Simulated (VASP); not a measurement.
# Al4N3 (R-3m) in VASP: notebook

The runs below take Al4N3 through single point, relaxation of cell and atoms, with PBE.

Everything below comes from runs of VASP 6.6.1. Logs are shortened: lines on timing, memory, paths and dates and some standing lists are left out, and cuts for length are marked.

## 1. The cell of the first run

Symmetry: R-3m, No. 166, trigonal system. The conventional cell has a = 2.903 Å, b = 2.903 Å, c = 27.553 Å, α = 90.00°, β = 90.00°, γ = 120.00°. Al (site symmetry 3m) has 3 N at 2.06 Å and 3 Al at 2.69 Å within 2.7 Å. Al (site symmetry 3m) has 6 N at 2.04 to 2.05 Å within 2.7 Å. Within 2.7 Å of N (site symmetry 3m) lie 6 Al at 2.04 to 2.06 Å. Within 2.7 Å of N (site symmetry -3m) lie 6 Al at 2.05 Å.

## 2. Single point, PBE

Contents of INCAR:

```
SYSTEM = Al4N3
ALGO = Normal
EDIFF = 1E-6
ENCUT = 520
GGA = PE
ISIF = 2
ISMEAR = 0
LASPH = .TRUE.
LCHARG = .FALSE.
LREAL = .FALSE.
LWAVE = .FALSE.
NBANDS = 22
NELM = 60
PREC = Accurate
SIGMA = 0.2
```

Contents of KPOINTS:

```
k-points
0
G
  6 6 6
  0 0 0
```

Contents of POSCAR:

```
Al4N3
1.0
    1.4513576870      0.8379417528      9.1841979539
   -1.4513576870      0.8379417528      9.1841979539
    0.0000000000     -1.6758835010      9.1841979544
Al N
4 3
Direct
    0.8715249230      0.8715249230      0.8715249230
    0.2906661728      0.2906661728      0.2906661728
    0.1284750770      0.1284750770      0.1284750770
    0.7093338272      0.7093338272      0.7093338272
    0.5815939025      0.5815939025      0.5815939025
    0.4184060975      0.4184060975      0.4184060975
    0.0000000000      0.0000000000      0.0000000000
```

Potentials or basis: VASP PAW PBE potentials, release 64 (Al, N).

Command:

```bash
$ cat potpaw_PBE.64/Al/POTCAR potpaw_PBE.64/N/POTCAR > POTCAR
$ mpirun -np 1 vasp_std > vasp.out
```

OUTCAR:

```text
SYSTEM = Al4N3
   EDIFF = 1E-6
   ENCUT = 520
   GGA = PE
   ISIF = 2
   ISMEAR = 0
   LASPH = .TRUE.
   LREAL = .FALSE.
   NELM = 60
   PREC = Accurate

 ion  position               nearest neighbor table
   1  0.872  0.872  0.872-   5 2.06   5 2.06   5 2.06   3 2.69   3 2.69   3 2.69   2 2.90   2 2.90
                             2 2.90
   2  0.291  0.291  0.291-   5 2.04   5 2.04   5 2.04   7 2.05   7 2.05   7 2.05   4 2.89   4 2.89
                             4 2.89   1 2.90   1 2.90   1 2.90
   3  0.128  0.128  0.128-   6 2.06   6 2.06   6 2.06   1 2.69   1 2.69   1 2.69   4 2.90   4 2.90
                             4 2.90
   4  0.709  0.709  0.709-   6 2.04   6 2.04   6 2.04   7 2.05   7 2.05   7 2.05   2 2.89   2 2.89
                             2 2.89   3 2.90   3 2.90   3 2.90
   5  0.582  0.582  0.582-   2 2.04   2 2.04   2 2.04   1 2.06   1 2.06   1 2.06
   6  0.418  0.418  0.418-   4 2.04   4 2.04   4 2.04   3 2.06   3 2.06   3 2.06
   7  0.000  0.000  0.000-   4 2.05   4 2.05   2 2.05   2 2.05   4 2.05   2 2.05

  LATTYP: Found a trigonal (rhomboedric) cell.
 ALAT       =     9.3358490548
 COS(alpha) =     0.9516639377

  Lattice vectors:

 A1 = (   1.4513576870,   0.8379417528,   9.1841979539)
 A2 = (  -1.4513576870,   0.8379417528,   9.1841979539)
 A3 = (   0.0000000000,  -1.6758835010,   9.1841979544)

Analysis of symmetry for initial positions (statically):
=====================================================================
 Subroutine PRICEL returns:
 Original cell was already a primitive cell.

 Routine SETGRP: Setting up the symmetry group for a
 trigonal (rhombohedral) supercell.

 Subroutine GETGRP returns: Found 12 space group operations
 (whereof 12 operations were pure point group operations)
 out of a pool of 12 trial point group operations.

The static configuration has the point symmetry D_3d.

Analysis of symmetry for dynamics (positions and initial velocities):
=====================================================================
 Subroutine PRICEL returns:
 Original cell was already a primitive cell.

 Routine SETGRP: Setting up the symmetry group for a
 trigonal (rhombohedral) supercell.

 Subroutine GETGRP returns: Found 12 space group operations
 (whereof 12 operations were pure point group operations)
 out of a pool of 12 trial point group operations.

The dynamic configuration has the point symmetry D_3d.

 Subroutine INISYM returns: Found 12 space group operations
 (whereof 12 operations are pure point group operations),
 and found     1 'primitive' translations

[... 109 lines left out ...]
   NFREE  =      0    steps in history (QN), initial steepest desc. (CG)
   ISIF   =      2    stress and relaxation
   ISYM   =      2    0-nonsym 1-usesym 2-fastsym
   POTIM  = 0.5000    time-step for ionic-motion
   TEBEG  =    0.0;   TEEND  =   0.0 temperature during run
   PSTRESS=    0.0 pullay stress
   NELECT =      27.0000    total number of electrons
   NUPDOWN=      -1.0000    fix difference up-down
   EMIN   =  10.00;   EMAX   =-10.00  energy-range for DOS
   EFERMI =   0.00;   METHOD = LEGACY
   ISMEAR =     0;   SIGMA  =   0.20  broadening in eV -4-tet -1-fermi 0-gaus
   EFERMI_NEDOS =   21; number of points for ismear=-14 and -15
   IALGO  =     38    algorithm
   IMIX   =      4    mixing-type and parameters
     AMIX     =   0.40;   BMIX     =  1.00
     AMIX_MAG =   1.60;   BMIX_MAG =  1.00
  volume/ion in A,a.u.               =       9.57        64.61
  Fermi-wavevector in a.u.,A,eV,Ry     =   1.209119  2.284904 19.891303  1.461970
  Thomas-Fermi vector in A             =   2.344706
   LORBIT       =      0    0 simple, 1 ext, 2 COOP (PROOUT), +10 PAW based schemes
   GGA     = PE    functional components
   LHFCALC =     F    Hartree Fock is set to
   AEXX    =    0.0000 exact exchange contribution
   IVDW    =     0    specifies the selected vdW correction
   LEPSILON=     F    determine dielectric tensor
   LRPA    =     F    only Hartree local field effects (RPA)
 non-spin polarized calculation
 Gauss-broadening in eV      SIGMA  =   0.20
  energy-cutoff  :      520.00
  volume of cell :       67.02
 maximum number of plane-waves:      1847
 NGX is ok and might be reduce to    70
   NGX = 35   NGY = 35   NGZ = 35

 number of electron      26.9999999 magnetization

 Free energy of the ion-electron system (eV)
  ---------------------------------------------------
  ext. energy  EPLUGINS =         0.00000000
  ---------------------------------------------------
  free energy    TOTEN  =       -46.57077679 eV

  energy without entropy =      -46.56031907  energy(sigma->0) =      -46.56554793

 E-fermi :  11.5758     XC(G=0): -11.7202

 val. band max:       10.6932897363   @ k =   0.5000   0.3333  -0.0000
 cond. band min:      11.6197034596   @ k =  -0.1667   0.1667   0.1667
 fundamental gap:      0.9264137233
 Fermi energy:        11.5757884738

 k-point     1 :       0.0000    0.0000    0.0000
  band No.  band energies     occupation
      1      -8.1780      2.00000
      2      -7.1898      2.00000
      3      -6.0465      2.00000
      4       1.1111      2.00000
      5       1.4717      2.00000
      6       6.6167      2.00000
[... 589 lines left out ...]
     21      18.2717      0.00000
     22      19.0973      0.00000

 [... further k-points ...]

------------------------ aborting loop because EDIFF is reached ----------------------------------------

  FORCE on cell =-STRESS in cart. coord.  units (eV):
  Direction    XX          YY          ZZ          XY          YZ          ZX
  --------------------------------------------------------------------------------------
  -------------------------------------------------------------------------------------
  Total       -0.2263373     -0.2263373     -0.2510081      0.0000000      0.0000000      0.0000000
  in kB       -5.4111055     -5.4111055     -6.0009170      0.0000000      0.0000000      0.0000000
  external PRESSURE =      -5.6077094 kB  Pullay stress =       0.0000000 kB

 VOLUME and BASIS-vectors are now :
 -----------------------------------------------------------------------------
  energy-cutoff  :      520.00
  volume of cell :       67.02
      direct lattice vectors                 reciprocal lattice vectors
     1.451357687  0.837941753  9.184197954     0.344505014  0.198900062  0.036294223
    -1.451357687  0.837941753  9.184197954    -0.344505014  0.198900062  0.036294223
     0.000000000 -1.675883501  9.184197954     0.000000000 -0.397800125  0.036294224

 POSITION                                       TOTAL-FORCE (eV/Angst)
 -----------------------------------------------------------------------------------
      0.00000      0.00000     24.01277         0.000000     -0.000000     -0.011975
      0.00000      0.00000      8.00861         0.000000      0.000000      0.018418
      0.00000      0.00000      3.53982         0.000000      0.000000      0.011975
      0.00000      0.00000     19.54399         0.000000     -0.000000     -0.018418
      0.00000      0.00000     16.02442         0.000000     -0.000000     -0.020096
      0.00000      0.00000     11.52817         0.000000      0.000000      0.020096
      0.00000      0.00000      0.00000         0.000000     -0.000000     -0.000000
 -----------------------------------------------------------------------------------
    total drift:                                0.000000     -0.000000      0.000000

  FREE ENERGIE OF THE ION-ELECTRON SYSTEM (eV)
  ---------------------------------------------------
  free  energy   TOTEN  =       -46.5707767918 eV

  energy  without entropy=      -46.5603190706  energy(sigma->0) =      -46.56554793
```

OSZICAR:

```text
N       E                     dE             d eps       ncg     rms          rms(c)
DAV:   1     0.799000013824E+02    0.79900E+02   -0.12043E+04  1408   0.108E+03
DAV:   2    -0.449888927781E+02   -0.12489E+03   -0.11865E+03  1842   0.204E+02
DAV:   3    -0.516943936483E+02   -0.67055E+01   -0.66739E+01  1812   0.510E+01
DAV:   4    -0.517439746882E+02   -0.49581E-01   -0.49554E-01  1794   0.488E+00
DAV:   5    -0.517444688650E+02   -0.49418E-03   -0.49415E-03  1836   0.491E-01    0.131E+01
DAV:   6    -0.465763424044E+02    0.51681E+01   -0.18429E+01  1732   0.247E+01    0.463E+00
DAV:   7    -0.466053162238E+02   -0.28974E-01   -0.11730E+00  1768   0.617E+00    0.324E+00
DAV:   8    -0.465781453838E+02    0.27171E-01   -0.12348E-01  1716   0.237E+00    0.568E-01
DAV:   9    -0.465704937960E+02    0.76516E-02   -0.29283E-02  1786   0.101E+00    0.245E-01
DAV:  10    -0.465708071576E+02   -0.31336E-03   -0.24521E-03  1730   0.303E-01    0.126E-01
DAV:  11    -0.465707761169E+02    0.31041E-04   -0.30412E-04  1758   0.123E-01    0.188E-02
DAV:  12    -0.465707770007E+02   -0.88384E-06   -0.19527E-05  1708   0.299E-02    0.999E-03
DAV:  13    -0.465707767918E+02    0.20894E-06   -0.66180E-07  1232   0.644E-03
   1 F= -.46570777E+02 E0= -.46565548E+02  d E =-.104577E-01
```

stdout:

```text
POSCAR found type information on POSCAR AlN
 POSCAR found :  2 types and       7 ions
 scaLAPACK will be used
 LDA part: xc-table for (Slater+PW92), standard interpolation
 POSCAR, INCAR and KPOINTS ok, starting setup
 FFT: planning ... GRIDC
 FFT: planning ... GRID_SOFT
 FFT: planning ... GRID
 WAVECAR not read
 entering main loop
```

It took 2.9 min on 1 thread of Intel Xeon 6975P-C (Granite Rapids), shared host; peak memory 0.62 GiB.

Results:

```
Free energy   : -46.5708 eV
Pressure      : -0.6 GPa
Largest force : 0.020 eV/Å
```

Forces on the atoms (eV/Å):
```
Al   0.000  0.000 -0.012
Al   0.000  0.000  0.018
Al   0.000  0.000  0.012
Al   0.000  0.000 -0.018
N    0.000  0.000 -0.020
N    0.000  0.000  0.020
N    0.000  0.000  0.000
```

Levels at points of the mesh, in eV from the Fermi level:
```tsv
k point	band 11	band 12	band 13	band 14	band 15	band 16
(0.00, 0.00, 0.00)	-3.41	-3.05	-3.05	1.83	2.98	3.23
(0.50, 0.00, 0.00)	-4.82	-4.15	-4.06	-1.52	2.08	2.36
(0.50, 0.50, 0.00)	-4.80	-4.17	-3.51	-2.03	1.20	2.28
(0.50, 0.50, 0.50)	-3.06	-3.04	-3.04	0.90	3.22	3.45
```

Caveat: the k points lie up to 0.42 Å⁻¹ apart.

(Part 1 of 2 ends here.)
